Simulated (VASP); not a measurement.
# Si (a cell with a defect) in VASP: further runs

The runs below take Si (a cell with a defect) through single point, with PBEsol.

Everything below comes from runs of VASP 6.6.1. Logs are shortened: lines on timing, memory, paths and dates and some standing lists are left out, and cuts for length are marked.

## (1) The cell of the first run

The cell holds a defect, 17 atoms: a = 7.679 Å, b = 7.679 Å, c = 7.679 Å, α = 60.00°, β = 60.00°, γ = 60.00°.

## (2) Single point, PBEsol

Contents of INCAR:

```
SYSTEM = Si
ALGO = Normal ; EDIFF = 1E-6
ENCUT = 520 ; GGA = PS
ISIF = 2 ; ISMEAR = -1
LASPH = .TRUE. ; LCHARG = .FALSE.
LREAL = Auto ; LWAVE = .FALSE.
NBANDS = 48 ; NELM = 80
PREC = Accurate ; SIGMA = 0.05
```

Contents of KPOINTS:

```
k-points
0
G
  2 2 2
  0 0 0
```

Contents of POSCAR:

```
Si
1.0
    0.0000000000      5.4300000000      5.4300000000
    5.4300000000      0.0000000000      5.4300000000
    5.4300000000      5.4300000000      0.0000000000
Si
17
Direct
    0.0039472591     -0.0036217208     -0.0035954110
    0.1325639171      0.1222071499      0.1223804848
    0.0037663531     -0.0033421567      0.5027767428
    0.1253855640      0.1264529160      0.6238586344
    0.0037329400      0.5025820194     -0.0032148310
    0.1253627541      0.6237978938      0.1264415449
    0.0004506110      0.4998185364      0.4998255248
    0.1252491768      0.6240551982      0.6242108795
    0.5009712387     -0.0007119751     -0.0003895240
    0.6235704191      0.1223670161      0.1223848760
    0.4976681559     -0.0031133668      0.5025772498
    0.6234487514      0.1226953194      0.6311559494
    0.4976349323      0.5025214668     -0.0031177036
    0.6234602877      0.6308310027      0.1228603596
    0.4974914826      0.5027519278      0.5029001325
    0.6269257369      0.6243061923      0.6243462493
    0.7512507203      0.2492530806      0.2495277419
```

Potentials or basis: VASP PAW PBE potentials, release 64 (Si).

Started as:

```sh
$ cat potpaw_PBE.64/Si/POTCAR > POTCAR
$ mpirun -np 1 vasp_std > vasp.out
```

OUTCAR:

```text
SYSTEM = Si
   EDIFF = 1E-6
   ENCUT = 520
   GGA = PS
   ISIF = 2
   ISMEAR = -1
   LASPH = .TRUE.
   LREAL = Auto
   NELM = 80
   PREC = Accurate

 ion  position               nearest neighbor table
   1  0.004  0.996  0.996-   4 2.34   6 2.34  10 2.38   2 2.39  17 2.75
   2  0.133  0.122  0.122-   9 2.31   5 2.38   3 2.39   1 2.39  17 2.39
   3  0.004  0.997  0.503-   4 2.34   8 2.34  12 2.38   2 2.39  17 2.75
   4  0.125  0.126  0.624-  11 2.33   3 2.34   1 2.34   7 2.34
   5  0.004  0.503  0.997-   6 2.34   8 2.34  14 2.38   2 2.38  17 2.75
   6  0.125  0.624  0.126-  13 2.33   5 2.34   1 2.34   7 2.34
   7  0.000  0.500  0.500-   4 2.34   6 2.34   8 2.34  16 2.34
   8  0.125  0.624  0.624-  15 2.33   5 2.34   3 2.34   7 2.34
   9  0.501  0.999  1.000-   2 2.31  10 2.31  12 2.31  14 2.31
  10  0.624  0.122  0.122-   9 2.31  13 2.38  11 2.38   1 2.38  17 2.39
  11  0.498  0.997  0.503-   4 2.33  16 2.34  12 2.38  10 2.38  17 2.75
  12  0.623  0.123  0.631-   9 2.31  15 2.38  11 2.38   3 2.38  17 2.39
  13  0.498  0.503  0.997-   6 2.33  16 2.34  14 2.38  10 2.38  17 2.75
  14  0.623  0.631  0.123-   9 2.31  15 2.38  13 2.38   5 2.38  17 2.39
  15  0.497  0.503  0.503-   8 2.33  16 2.34  14 2.38  12 2.38  17 2.75
  16  0.627  0.624  0.624-  15 2.34  13 2.34  11 2.34   7 2.34
  17  0.751  0.249  0.250-   2 2.39  14 2.39  12 2.39  10 2.39   3 2.75   5 2.75  11 2.75   1 2.75
                            13 2.75  15 2.75

  LATTYP: Found a face centered cubic cell.
 ALAT       =    10.8600000000

  Lattice vectors:

 A1 = (   0.0000000000,   5.4300000000,   5.4300000000)
 A2 = (   5.4300000000,   0.0000000000,   5.4300000000)
 A3 = (   5.4300000000,   5.4300000000,   0.0000000000)

Analysis of symmetry for initial positions (statically):
=====================================================================
 Subroutine PRICEL returns:
 Original cell was already a primitive cell.

 Routine SETGRP: Setting up the symmetry group for a
 face centered cubic supercell.

 Subroutine GETGRP returns: Found  1 space group operations
 (whereof  1 operations were pure point group operations)
 out of a pool of 48 trial point group operations.

The static configuration has the point symmetry C_1 .

Analysis of symmetry for dynamics (positions and initial velocities):
=====================================================================
 Subroutine PRICEL returns:
 Original cell was already a primitive cell.

 Routine SETGRP: Setting up the symmetry group for a
 face centered cubic supercell.

 Subroutine GETGRP returns: Found  1 space group operations
 (whereof  1 operations were pure point group operations)
 out of a pool of 48 trial point group operations.

The dynamic configuration has the point symmetry C_1 .

 Subroutine INISYM returns: Found  1 space group operations
 (whereof  1 operations are pure point group operations),
 and found     1 'primitive' translations

----------------------------------------------------------------------------------------

                                     Primitive cell

  volume of cell :     320.2060

  direct lattice vectors                    reciprocal lattice vectors
     0.000000000  5.430000000  5.430000000    -0.092081031  0.092081031  0.092081031
     5.430000000  0.000000000  5.430000000     0.092081031 -0.092081031  0.092081031
     5.430000000  5.430000000  0.000000000     0.092081031  0.092081031 -0.092081031

  length of vectors
     7.679179644  7.679179644  7.679179644     0.159489025  0.159489025  0.159489025

  position of ions in fractional coordinates (direct lattice)
     0.003947259  0.996378279  0.996404589
     0.132563917  0.122207150  0.122380485
     0.003766353  0.996657843  0.502776743
     0.125385564  0.126452916  0.623858634
     0.003732940  0.502582019  0.996785169
     0.125362754  0.623797894  0.126441545
[... 9 lines left out ...]
     0.626925737  0.624306192  0.624346249
     0.751250720  0.249253081  0.249527742

  ion indices of the primitive-cell ions
   primitive index   ion index
                 1           1
                 2           2
                 3           3
                 4           4
                 5           5
                 6           6
[... 9 lines left out ...]
                16          16
                17          17

----------------------------------------------------------------------------------------

 KPOINTS: k-points

Automatic generation of k-mesh.
 Grid dimensions read from file:
 generate k-points for:    2    2    2

 Generating k-lattice:

  Cartesian coordinates                     Fractional coordinates (reciprocal lattice)
    -0.046040516  0.046040516  0.046040516     0.500000000  0.000000000  0.000000000
     0.046040516 -0.046040516  0.046040516     0.000000000  0.500000000  0.000000000
     0.046040516  0.046040516 -0.046040516     0.000000000  0.000000000  0.500000000

  Length of vectors
     0.079744512  0.079744512  0.079744512

  Shift w.r.t. Gamma in fractional coordinates (k-lattice)
     0.000000000  0.000000000  0.000000000

 Subroutine IBZKPT returns following result:
 ===========================================

 Found      8 irreducible k-points:

 Following reciprocal coordinates:
            Coordinates               Weight
  0.000000  0.000000  0.000000      1.000000
  0.500000  0.000000  0.000000      1.000000
  0.000000  0.500000  0.000000      1.000000
  0.000000  0.000000  0.500000      1.000000
  0.500000  0.500000  0.500000      1.000000
  0.500000  0.500000  0.000000      1.000000
  0.000000  0.500000  0.500000      1.000000
  0.500000  0.000000  0.500000      1.000000
   k-points           NKPTS =      8   k-points in BZ     NKDIM =      8   number of bands    NBANDS=     48
   number of dos      NEDOS =    301   number of ions     NIONS =     17
   total plane-waves  NPLWV = 216000
   dimension x,y,z NGX =    60 NGY =   60 NGZ =   60
   dimension x,y,z NGXF=   120 NGYF=  120 NGZF=  120
   ions per type =              17
   NGX,Y,Z   is equivalent  to a cutoff of  12.99, 12.99, 12.99 a.u.
   NGXF,Y,Z  is equivalent  to a cutoff of  25.98, 25.98, 25.98 a.u.
 SYSTEM =  Si
   PREC   = accura    normal or accurate (medium, high low for compatibility)
   ISTART =      0    job   : 0-new  1-cont  2-samecut
   ICHARG =      2    charge: 1-file 2-atom 10-const
   ISPIN  =      1    spin polarized calculation?
   LNONCOLLINEAR =      F non collinear calculations
   LSORBIT =      F    spin-orbit coupling
   LASPH  =      T    aspherical Exc in radial PAW
   ENCUT  =  520.0 eV  38.22 Ry    6.18 a.u.  14.28 14.28 14.28*2*pi/ulx,y,z
   NELM   =     80;   NELMIN=  2; NELMDL= -5     # of ELM steps
   EDIFF  = 0.1E-05   stopping-criterion for ELM
   LREAL  =      T    real-space projection
   EDIFFG = 0.1E-04   stopping-criterion for IOM
   NSW    =      0    number of steps for IOM
   IBRION =     -1    ionic relax: 0-MD 1-quasi-New 2-CG
   NFREE  =      0    steps in history (QN), initial steepest desc. (CG)
   ISIF   =      2    stress and relaxation
   ISYM   =      2    0-nonsym 1-usesym 2-fastsym
   POTIM  = 0.5000    time-step for ionic-motion
   TEBEG  =    0.0;   TEEND  =   0.0 temperature during run
   PSTRESS=    0.0 pullay stress
   NELECT =      68.0000    total number of electrons
   NUPDOWN=      -1.0000    fix difference up-down
   EMIN   =  10.00;   EMAX   =-10.00  energy-range for DOS
   EFERMI =   0.00;   METHOD = LEGACY
   ISMEAR =    -1;   SIGMA  =   0.05  broadening in eV -4-tet -1-fermi 0-gaus
   EFERMI_NEDOS =   21; number of points for ismear=-14 and -15
   IALGO  =     38    algorithm
   IMIX   =      4    mixing-type and parameters
     AMIX     =   0.40;   BMIX     =  1.00
     AMIX_MAG =   1.60;   BMIX_MAG =  1.00
  volume/ion in A,a.u.               =      18.84       127.11
  Fermi-wavevector in a.u.,A,eV,Ry     =   0.976715  1.845724 12.979587  0.953973
  Thomas-Fermi vector in A             =   2.107356
   LORBIT       =      0    0 simple, 1 ext, 2 COOP (PROOUT), +10 PAW based schemes
   GGA     = PS    functional components
   LHFCALC =     F    Hartree Fock is set to
   AEXX    =    0.0000 exact exchange contribution
   IVDW    =     0    specifies the selected vdW correction
   LEPSILON=     F    determine dielectric tensor
   LRPA    =     F    only Hartree local field effects (RPA)
 non-spin polarized calculation
  energy-cutoff  :      520.00
  volume of cell :      320.21
 maximum number of plane-waves:      8646
 NGX is ok and might be reduce to    60
   NGX = 29   NGY = 29   NGZ = 29

 number of electron      68.0000001 magnetization

 Free energy of the ion-electron system (eV)
  ---------------------------------------------------
  ext. energy  EPLUGINS =         0.00000000
  ---------------------------------------------------
  free energy    TOTEN  =       -93.94747888 eV

  energy without entropy =      -93.91070313  energy(sigma->0) =      -93.92909101

 E-fermi :   6.7561     XC(G=0):  -9.8068

 val. band max:        6.5617550908   @ k =   0.0000   0.0000   0.0000
 cond. band min:       6.8103874869   @ k =   0.0000   0.5000   0.5000
 fundamental gap:      0.2486323961
 Fermi energy:         6.7560558920

 k-point     1 :       0.0000    0.0000    0.0000
  band No.  band energies     occupation
      1      -6.3888      2.00000
      2      -3.8303      2.00000
      3      -3.6831      2.00000
      4      -3.6823      2.00000
      5      -3.6819      2.00000
      6      -2.8791      2.00000
[... 38 lines left out ...]
     45       8.0201      0.00000
     46       8.9730      0.00000

 k-point     2 :       0.5000    0.0000    0.0000
  band No.  band energies     occupation
      1      -5.9868      2.00000
      2      -5.0195      2.00000
      3      -3.6342      2.00000
      4      -3.4876      2.00000
      5      -3.4865      2.00000
      6      -3.0075      2.00000
[... 286 lines left out ...]
 k-point     8 :       0.5000    0.0000    0.5000
  band No.  band energies     occupation
      1      -5.8536      2.00000
      2      -4.7908      2.00000
      3      -4.0442      2.00000
      4      -3.9380      2.00000
      5      -3.9376      2.00000
      6      -3.6885      2.00000
[... 38 lines left out ...]
     45      10.0354      0.00000
     46      10.0370      0.00000
 [bands above 46 left out]

------------------------ aborting loop because EDIFF is reached ----------------------------------------

  FORCE on cell =-STRESS in cart. coord.  units (eV):
  Direction    XX          YY          ZZ          XY          YZ          ZX
  --------------------------------------------------------------------------------------
  -------------------------------------------------------------------------------------
  Total        6.9112511      6.9128315      6.9126640     -0.0236583      0.0267017     -0.0235070
  in kB       34.5810177     34.5889253     34.5880870     -0.1183761      0.1336042     -0.1176194
  external PRESSURE =      34.5860100 kB  Pullay stress =       0.0000000 kB

 VOLUME and BASIS-vectors are now :
 -----------------------------------------------------------------------------
  energy-cutoff  :      520.00
  volume of cell :      320.21
      direct lattice vectors                 reciprocal lattice vectors
     0.000000000  5.430000000  5.430000000    -0.092081031  0.092081031  0.092081031
     5.430000000  0.000000000  5.430000000     0.092081031 -0.092081031  0.092081031
     5.430000000  5.430000000  0.000000000     0.092081031  0.092081031 -0.092081031

 POSITION                                       TOTAL-FORCE (eV/Angst)
 -----------------------------------------------------------------------------------
     10.82081      5.43191      5.43177         0.010808      0.004124      0.001577
      1.32811      1.38435      1.38341        -0.006195      0.005271      0.005158
      8.14193      2.75053      5.43230        -0.006864     -0.007773     -0.000037
      4.07419      4.06840      1.36748         0.012948     -0.007174     -0.011649
      8.14156      5.43281      2.74929        -0.006609      0.001835     -0.007030
      4.07380      1.36730      4.06794         0.015403     -0.011834     -0.006528
[... 9 lines left out ...]
      6.78018      6.79441      6.79419        -0.001747      0.007518      0.010227
      2.70838      5.43423      5.43274        -0.002009     -0.003023     -0.005944
 -----------------------------------------------------------------------------------
    total drift:                                0.002923     -0.003658     -0.004592

  FREE ENERGIE OF THE ION-ELECTRON SYSTEM (eV)
  ---------------------------------------------------
  free  energy   TOTEN  =       -93.9474788785 eV

  energy  without entropy=      -93.9107031345  energy(sigma->0) =      -93.92909101
```

Wall time 3.5 min (1 thread of Intel Xeon Platinum 8488C (Sapphire Rapids), shared host); peak memory 0.46 GiB.

Results:

```yaml
Free_energy: -93.9475 eV
Pressure: 3.5 GPa
Largest_force: 0.022 eV/Å
Band_gap_on_the_k_mesh: zero (bands 34 and 35 overlap by 0.25 eV)
```

Forces on the atoms (eV/Å):
```
Si   0.011  0.004  0.002
Si  -0.006  0.005  0.005
Si  -0.007 -0.008  0.000
Si   0.013 -0.007 -0.012
Si  -0.007  0.002 -0.007
Si   0.015 -0.012 -0.007
Si   0.003 -0.002 -0.001
Si   0.013 -0.014 -0.011
Si   0.001  0.000  0.002
Si  -0.009 -0.001 -0.002
Si  -0.011  0.008  0.008
Si   0.005  0.013 -0.007
Si  -0.010  0.009  0.006
Si   0.007 -0.009  0.016
Si  -0.014  0.006  0.005
Si  -0.002  0.008  0.010
Si  -0.002 -0.003 -0.006
```

Caveat: the k points lie up to 0.50 Å⁻¹ apart; the PAW data sets were made with another functional, which shifts forces and pressure a little.

## (3) Single point, PBEsol

Contents of INCAR:

```
  PREC = Accurate
  ENCUT = 520
  EDIFF = 1E-6
  ISMEAR = -1
  SIGMA = 0.05
  LREAL = Auto
  LASPH = True
  NELM = 60
  ALGO = Normal
  ISIF = 2
  LWAVE = False
  LCHARG = False
  GGA = PS
  NBANDS = 48
```

Contents of KPOINTS:

```
Automatic mesh
0
Gamma
  2 2 2
```

Contents of POSCAR:

```
Si
1.0
    0.0000000000      5.4300000000      5.4300000000
    5.4300000000      0.0000000000      5.4300000000
    5.4300000000      5.4300000000      0.0000000000
Si
17
Direct
    0.0004109695      0.0005377856      0.0004120213
    0.1251092098      0.1246709911      0.1251029763
    0.0003976938      0.0005833394      0.4986252593
    0.1213933465      0.1225360543      0.6280439409
    0.0006052378      0.4981947817      0.0006320183
    0.1218522805      0.6281008143      0.1218945685
   -0.0071752887      0.5027222783      0.5022705257
    0.1218417302      0.6281535513      0.6282226157
    0.4986315579      0.0005637544      0.0004048819
    0.6280490604      0.1225062272      0.1214062730
    0.5015524731     -0.0046532124      0.5015569452
    0.6280225413      0.1225756134      0.6280292405
    0.5022318179      0.5026865765     -0.0070994007
    0.6281930632      0.6281307369      0.1218890933
    0.5022364739      0.5027698973      0.5022737416
    0.6244217563      0.6267617488      0.6244923553
    0.3744350467      0.3767270520      0.3745136940
```

Potentials or basis: VASP PAW PBE potentials, release 64 (Si).

Started as:

```sh
$ cat potpaw_PBE.64/Si/POTCAR > POTCAR
$ mpirun -np 1 vasp_std > vasp.out
```

It took 3.1 min on 1 thread of Intel Xeon Platinum 8488C (Sapphire Rapids), shared host; peak memory 0.46 GiB.

It converged, with:

```
Free energy            : -93.9474 eV
Pressure               : 3.5 GPa
Largest force          : 0.038 eV/Å
Band gap on the k mesh : zero (bands 34 and 35 overlap by 0.25 eV)
```

Forces on the atoms (eV/Å):
```
Si   0.012  0.013  0.012
Si   0.004 -0.003  0.004
Si  -0.012 -0.012  0.012
Si  -0.003  0.003  0.022
Si  -0.010  0.011 -0.011
Si   0.002  0.009  0.002
Si   0.002 -0.002  0.000
Si  -0.011 -0.002  0.002
Si   0.012 -0.012 -0.013
Si   0.022  0.003 -0.003
Si  -0.022  0.022 -0.022
Si  -0.003 -0.020 -0.003
Si   0.000 -0.002  0.003
Si   0.002 -0.003 -0.010
Si   0.002  0.000  0.002
Si   0.003 -0.003  0.003
Si   0.001 -0.002  0.001
```

Levels at points of the mesh, in eV from the Fermi level:
| k point | band 31 | band 32 | band 33 | band 34 | band 35 | band 36 | band 37 | band 38 |
| --- | --- | --- | --- | --- | --- | --- | --- | --- |
| (0.00, 0.00, 0.00) | -0.73 | -0.73 | -0.73 | -0.20 | -0.19 | -0.19 | 0.08 | 0.08 |
| (0.50, 0.00, 0.00) | -1.47 | -1.32 | -1.32 | -0.29 | 0.55 | 0.57 | 0.91 | 0.91 |
| (0.00, 0.50, 0.00) | -1.47 | -1.32 | -1.32 | -0.29 | 0.55 | 0.55 | 0.92 | 0.92 |
| (0.00, 0.00, 0.50) | -1.47 | -1.32 | -1.32 | -0.29 | 0.55 | 0.57 | 0.91 | 0.91 |
| (0.50, 0.50, 0.50) | -1.47 | -1.32 | -1.32 | -0.29 | 0.55 | 0.57 | 0.91 | 0.91 |
| (0.50, 0.50, 0.00) | -1.92 | -1.78 | -0.92 | 0.05 | 0.76 | 1.08 | 1.08 | 1.18 |
| (0.00, 0.50, 0.50) | -1.92 | -1.78 | -0.92 | 0.05 | 0.76 | 1.08 | 1.08 | 1.18 |
| (0.50, 0.00, 0.50) | -1.92 | -1.78 | -0.93 | 0.05 | 0.76 | 1.08 | 1.08 | 1.18 |

Caveat: the k points lie up to 0.50 Å⁻¹ apart; the PAW data sets were made with another functional, which shifts forces and pressure a little.

(Part 1 of 2 ends here.)

The gap in the log of VASP goes by the Fermi energy; the results here count the filled bands.